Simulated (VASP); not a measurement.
# AlP (F-43m) in VASP: elastic constants with r2SCAN

Aim: the elastic constants of AlP with r2SCAN.

Everything below comes from runs of VASP 6.6.1. Logs are shortened: lines on timing, memory, paths and dates and some standing lists are left out, and cuts for length are marked.

## Step 1: The cell of the first run

It takes space group F-43m (No. 216, cubic). The conventional cell has a = 5.478 Å, b = 5.478 Å, c = 5.478 Å, α = 90.00°, β = 90.00°, γ = 90.00°. Within 3.1 Å of Al (site symmetry -43m) lie 4 P at 2.37 Å. P (site symmetry -43m) has 4 Al at 2.37 Å within 3.1 Å.

## Step 2: Elastic constants, r2SCAN

File INCAR:

```
SYSTEM = AlP
  PREC = Accurate
  ENCUT = 550
  EDIFF = 1E-8
  ISMEAR = 0
  SIGMA = 0.01
  LREAL = .False.
  LASPH = .True.
  NELM = 120
  ALGO = Normal
  ISIF = 3
  LWAVE = .False.
  LCHARG = .False.
  METAGGA = R2SCAN
  LMIXTAU = .True.
  IBRION = 6
  NFREE = 2
  POTIM = 0.015
  NSW = 1
  GGA_COMPAT = .False.
```

File KPOINTS:

```
regular mesh
0
Gamma
  8 8 8
  0 0 0
```

File POSCAR:

```
AlP
1.0
    0.0000000000      2.7392241861      2.7392241861
    2.7392241861      0.0000000000      2.7392241861
    2.7392241861      2.7392241861      0.0000000000
Al P
1 1
Direct
    0.0000000000      0.0000000000      0.0000000000
    0.7500000000      0.7500000000      0.7500000000
```

Potentials or basis: VASP PAW PBE potentials, release 64 (Al, P).

Command:

```console
> cat potpaw_PBE.64/Al/POTCAR potpaw_PBE.64/P/POTCAR > POTCAR
> mpirun -np 1 vasp_std > vasp.out
```

OUTCAR:

```text
SYSTEM = AlP
   PREC = Accurate
   ENCUT = 550
   EDIFF = 1E-8
   ISMEAR = 0
   LREAL = .False.
   LASPH = .True.
   NELM = 120
   ISIF = 3
   METAGGA = R2SCAN
   IBRION = 6
   NFREE = 2
   POTIM = 0.015
   NSW = 1

 ion  position               nearest neighbor table
   1  0.000  0.000  0.000-   2 2.37   2 2.37   2 2.37   2 2.37
   2  0.750  0.750  0.750-   1 2.37   1 2.37   1 2.37   1 2.37

  LATTYP: Found a face centered cubic cell.
 ALAT       =     5.4784483722

  Lattice vectors:

 A1 = (   0.0000000000,   2.7392241861,   2.7392241861)
 A2 = (   2.7392241861,   0.0000000000,   2.7392241861)
 A3 = (   2.7392241861,   2.7392241861,   0.0000000000)

Analysis of symmetry for initial positions (statically):
=====================================================================
 Subroutine PRICEL returns:
 Original cell was already a primitive cell.

 Routine SETGRP: Setting up the symmetry group for a
 face centered cubic supercell.

 Subroutine GETGRP returns: Found 24 space group operations
 (whereof 24 operations were pure point group operations)
 out of a pool of 48 trial point group operations.

The static configuration has the point symmetry T_d .

Analysis of symmetry for dynamics (positions and initial velocities):
=====================================================================
 Subroutine PRICEL returns:
 Original cell was already a primitive cell.

 Routine SETGRP: Setting up the symmetry group for a
 face centered cubic supercell.

 Subroutine GETGRP returns: Found 24 space group operations
 (whereof 24 operations were pure point group operations)
 out of a pool of 48 trial point group operations.

The dynamic configuration has the point symmetry T_d .

 Subroutine INISYM returns: Found 24 space group operations
 (whereof 24 operations are pure point group operations),
 and found     1 'primitive' translations

----------------------------------------------------------------------------------------

                                     Primitive cell

  volume of cell :      41.1067

  direct lattice vectors                    reciprocal lattice vectors
     0.000000000  2.739224186  2.739224186    -0.182533435  0.182533435  0.182533435
     2.739224186  0.000000000  2.739224186     0.182533435 -0.182533435  0.182533435
     2.739224186  2.739224186  0.000000000     0.182533435  0.182533435 -0.182533435

  length of vectors
     3.873847994  3.873847994  3.873847994     0.316157184  0.316157184  0.316157184

  position of ions in fractional coordinates (direct lattice)
     0.000000000  0.000000000  0.000000000
     0.750000000  0.750000000  0.750000000

  ion indices of the primitive-cell ions
   primitive index   ion index
                 1           1
                 2           2

----------------------------------------------------------------------------------------

 KPOINTS: regular mesh

Automatic generation of k-mesh.
 Grid dimensions read from file:
 generate k-points for:    8    8    8

 Generating k-lattice:

  Cartesian coordinates                     Fractional coordinates (reciprocal lattice)
    -0.022816679  0.022816679  0.022816679     0.125000000  0.000000000  0.000000000
     0.022816679 -0.022816679  0.022816679     0.000000000  0.125000000  0.000000000
[... 107 lines left out ...]

  energy without entropy =      -17.20950382  energy(sigma->0) =      -17.20950382

------------------------ aborting loop because EDIFF is reached ----------------------------------------

  FORCE on cell =-STRESS in cart. coord.  units (eV):
  Direction    XX          YY          ZZ          XY          YZ          ZX
  --------------------------------------------------------------------------------------
  -------------------------------------------------------------------------------------
  Total       -0.0755236     -0.0755236     -0.0755236     -0.0000000      0.0000000      0.0000000
  in kB       -2.9436120     -2.9436120     -2.9436120     -0.0000000      0.0000000      0.0000000
  external PRESSURE =      -2.9436120 kB  Pullay stress =       0.0000000 kB
[... 89 lines left out ...]
  FREE ENERGIE OF THE ION-ELECTRON SYSTEM (eV)
  ---------------------------------------------------
  free  energy   TOTEN  =       -17.2067108458 eV

  energy  without entropy=      -17.2067108458  energy(sigma->0) =      -17.20671085

[... ionic steps 4 to 14 ...]

--------------------------------------- Ionic step       15  -------------------------------------------

 number of electron       7.9999999 magnetization

------------------------ aborting loop because EDIFF is reached ----------------------------------------
[... 67 lines left out ...]
--------------------------------------- Ionic step       17  -------------------------------------------

 number of electron       8.0000000 magnetization

 Free energy of the ion-electron system (eV)
  ---------------------------------------------------
  ext. energy  EPLUGINS =         0.00000000
  ---------------------------------------------------
  free energy    TOTEN  =       -17.20835605 eV

  energy without entropy =      -17.20835605  energy(sigma->0) =      -17.20835605

 E-fermi :   4.4017     XC(G=0):  -9.5908

 val. band max:        4.3581256405   @ k =   0.0000   0.0000   0.0000
 cond. band min:       6.2425730899   @ k =   0.0000   0.5000   0.5000
 fundamental gap:      1.8844474494
 Fermi energy:         4.4017265131

 k-point     1 :       0.0000    0.0000    0.0000
  band No.  band energies     occupation
      1      -7.6151      2.00000
      2       4.2710      2.00000
      3       4.3152      2.00000
      4       4.3581      2.00000
      5       8.2246      0.00000
      6       9.2603      0.00000
      7       9.2757      0.00000
      8       9.2926      0.00000
[... 243 lines left out ...]
 k-point    24 :      -0.3750    0.2500    0.1250
  band No.  band energies     occupation
      1      -5.5794      2.00000
      2      -0.9179      2.00000
      3       1.6912      2.00000
      4       2.7834      2.00000
      5       8.6586      0.00000
      6       9.2849      0.00000
      7      11.7209      0.00000
      8      12.5776      0.00000

 [... further k-points ...]

------------------------ aborting loop because EDIFF is reached ----------------------------------------

  FORCE on cell =-STRESS in cart. coord.  units (eV):
  Direction    XX          YY          ZZ          XY          YZ          ZX
  --------------------------------------------------------------------------------------
  -------------------------------------------------------------------------------------
  Total       -0.0755075     -0.0724979     -0.0724979      0.0000000     -0.1196369      0.0000000
  in kB       -2.9429847     -2.8256812     -2.8256812      0.0000000     -4.6629724      0.0000000
  external PRESSURE =      -2.8647823 kB  Pullay stress =       0.0000000 kB
[... 17 lines left out ...]
  FREE ENERGIE OF THE ION-ELECTRON SYSTEM (eV)
  ---------------------------------------------------
  free  energy   TOTEN  =       -17.2083560533 eV

  energy  without entropy=      -17.2083560533  energy(sigma->0) =      -17.20835605

 INTERNAL STRAIN TENSORS FROM STRAINED CELLS
 ============================================

 INTERNAL STRAIN TENSOR FOR ION    1 for displacements in x,y,z  (eV/Angst):
          X           Y           Z          XY          YZ          ZX
  --------------------------------------------------------------------------------
  x     0.00000    -0.00000     0.00000    -0.00000    -7.95504     0.00000
  y     0.00000    -0.00000    -0.00000    -0.00000     0.00000    -7.95497
  z     0.00000     0.00000    -0.00000    -7.95499     0.00000     0.00000

 INTERNAL STRAIN TENSORS FROM DISPLACED ATOMS
 ============================================

 INTERNAL STRAIN TENSOR FOR ION    1 for displacements in x,y,z  (eV/Angst):
          X           Y           Z          XY          YZ          ZX
  --------------------------------------------------------------------------------
  x    -0.00000     0.00000     0.00000     0.00000    -7.93383     0.00000
  y     0.00000     0.00000     0.00000     0.00000     0.00000    -7.93383
  z     0.00000     0.00000    -0.00000    -7.93383     0.00000     0.00000

 INTERNAL STRAIN TENSOR FOR ION    2 for displacements in x,y,z  (eV/Angst):
          X           Y           Z          XY          YZ          ZX
  --------------------------------------------------------------------------------
  x     0.00000    -0.00000    -0.00000     0.00000     7.97701     0.00000
  y     0.00000     0.00000     0.00000     0.00000     0.00000     7.97701
  z    -0.00000    -0.00000     0.00000     7.97701     0.00000     0.00000

 Eigenvectors and eigenvalues of the dynamical matrix
 ----------------------------------------------------

   1 f  =   13.141141 THz    82.568223 2PiTHz  438.341276 cm-1    54.347367 meV
             X         Y         Z           dx          dy          dz
      0.000000  0.000000  0.000000     0.000000   -0.000000   -0.729682
      4.108836  4.108836  4.108836     0.000000   -0.000000    0.683786
[... 21 lines left out ...]
   6 f/i=    0.026512 THz     0.166582 2PiTHz    0.884354 cm-1     0.109646 meV
             X         Y         Z           dx          dy          dz
      0.000000  0.000000  0.000000     0.060178   -0.212095    0.647270
      4.108836  4.108836  4.108836     0.064217   -0.226331    0.690715

--------------------------------------------------------------------------------------------------------

 ELASTIC MODULI CONTR FROM IONIC RELAXATION (kBar)
 Direction    XX          YY          ZZ          XY          YZ          ZX
 --------------------------------------------------------------------------------
 XX          -0.0000      0.0000      0.0000      0.0000     -0.0000     -0.0000
 YY           0.0000     -0.0000      0.0000      0.0000      0.0000      0.0000
 ZZ           0.0000      0.0000     -0.0000     -0.0000      0.0000     -0.0000
 XY           0.0000      0.0000     -0.0000   -242.0346      0.0000      0.0000
 YZ          -0.0000      0.0000      0.0000      0.0000   -242.0346      0.0000
 ZX          -0.0000      0.0000     -0.0000      0.0000      0.0000   -242.0346
 --------------------------------------------------------------------------------

 TOTAL ELASTIC MODULI (kBar)
 Direction    XX          YY          ZZ          XY          YZ          ZX
 --------------------------------------------------------------------------------
 XX        1375.5954    665.2399    665.2399      0.0000     -0.0000     -0.0000
 YY         665.2399   1375.5954    665.2399      0.0000      0.0000      0.0000
 ZZ         665.2399    665.2399   1375.5954     -0.0000      0.0000     -0.0000
 XY           0.0000      0.0000     -0.0000    675.5183      0.0000      0.0000
 YZ          -0.0000      0.0000      0.0000      0.0000    675.5183      0.0000
 ZX          -0.0000      0.0000     -0.0000      0.0000      0.0000    675.5183
 --------------------------------------------------------------------------------
```

Wall time 22 min (1 thread of Intel Xeon 6975P-C (Granite Rapids), shared host); peak memory 0.25 GiB.

Results:

```
Elastic constants C11, C12, C44                         : 138, 67, 68 GPa
Voigt bulk modulus                                      : 90 GPa
Highest phonon frequency at Γ, LO-TO splitting left out : 438 cm⁻¹
```

Phonon frequencies in cm⁻¹ (negative: imaginary):
| q point | frequencies |
| --- | --- |
| (0.000, 0.000, 0.000) | -1 -1 -1 438 438 438 |

Elastic tensor in Voigt notation (GPa, in the Cartesian axes of the cell as first typed):
```
138  67  67   0   0   0
 67 138  67   0   0   0
 67  67 138   0   0   0
  0   0   0  68   0   0
  0   0   0   0  68   0
  0   0   0   0   0  68
```

Clamped-ion elastic tensor (GPa):
```
138  67  67   0   0   0
 67 138  67   0   0   0
 67  67 138   0   0   0
  0   0   0  92   0   0
  0   0   0   0  92   0
  0   0   0   0   0  92
```

Caveat: the PAW data sets were made with another functional, which shifts forces and pressure a little.
